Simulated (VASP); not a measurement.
Input of a VASP 6.6.1 run:

File INCAR:

```
ALGO     = Normal         # electronic algorithm
EDIFF    = 1E-6           # SCF threshold, eV
ENCUT    = 520            # plane-wave cutoff, eV
GGA      = PE             # functional
ISIF     = 2              # what is computed and relaxed
ISMEAR   = 0              # smearing method
LASPH    = True           # aspherical terms in the spheres
LCHARG   = False          # write CHGCAR
LREAL    = False          # projectors in reciprocal space
LWAVE    = False          # write WAVECAR
NBANDS   = 33             # bands
NELM     = 60             # most SCF steps
PREC     = Accurate       # precision mode
SIGMA    = 0.1            # smearing width, eV
```

Contents of KPOINTS:

```
k-points
0
Gamma
  3 3 5
```

The input POSCAR:

```
TaN
1.0
    5.2386090400      0.0000006000      0.0000000000
   -2.6193040000      4.5367688000      0.0000000000
    0.0000000000      0.0000000000      2.9348710000
Ta N
3 3
Direct
    0.3312541531      0.6655088532      0.5007388740
    0.6718366165      0.3277761470      0.5057179685
   -0.0034927270      0.0057205917     -0.0099564853
    0.3889167505     -0.0055698746      0.0221369185
    0.6087758853      0.6175204773      0.0207109614
    0.0075013595      0.4008972191      0.0023612622
```

Potentials or basis: VASP PAW PBE potentials, release 64 (Ta_pv, N).

The run is started by

```sh
$ cat potpaw_PBE.64/Ta_pv/POTCAR potpaw_PBE.64/N/POTCAR > POTCAR
$ mpirun -np 1 vasp_std > vasp.out
```

Question: What does it give for the band gap on the k mesh?

Answer: Zero (band 24 reaches 9.25 eV, above the bottom of band 25 at 7.21 eV).

Question: Estimate the largest force.

Answer: 1.351 eV/Å.

Forces on the atoms (eV/Å):
```
Ta   0.452  0.386  0.795
Ta  -1.128  0.669  0.328
Ta   0.836 -0.251  0.723
N   -0.209  0.635 -0.971
N    0.531 -0.906 -0.813
N   -0.483 -0.533 -0.062
```

Caveat: the k points lie up to 0.46 Å⁻¹ apart; spin-orbit coupling is left out, which moves the levels of the heavy elements; forces of over 1 eV/Å act on the atoms, so gaps and moduli don't describe the material at rest.
